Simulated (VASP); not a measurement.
Here is a VASP 6.6.1 calculation.

File INCAR:

```
PREC = Accurate ; ENCUT = 520
EDIFF = 1E-6 ; ISMEAR = 0
SIGMA = 0.01 ; LREAL = False
LASPH = True ; NELM = 60
ALGO = Normal ; ISIF = 2
LWAVE = False ; LCHARG = False
GGA = PS ; NBANDS = 11
```

File KPOINTS:

```
regular mesh
0
Gamma
  10 10 10
```

POSCAR

```
BN
1.0
    0.0000000000      1.8544689142      1.8544689142
    1.8544689142      0.0000000000      1.8544689142
    1.8544689142      1.8544689142      0.0000000000
B N
1 1
Direct
    0.0000000000      0.0000000000      0.0000000000
    0.2500000000      0.2500000000      0.2500000000
```

Potentials or basis: VASP PAW PBE potentials, release 64 (B, N).

Launch:

```bash
$ cat potpaw_PBE.64/B/POTCAR potpaw_PBE.64/N/POTCAR > POTCAR
$ mpirun -np 1 vasp_std > vasp.out
```

Problem. Estimate the band gap on the k mesh.

Solution. 4.19 eV, indirect (least direct gap 8.40 eV).

Problem. Estimate the pressure.

Solution. -27.6 GPa.

Caveat: the PAW data sets were made with another functional, which shifts forces and pressure a little. A k mesh can miss the band edges.
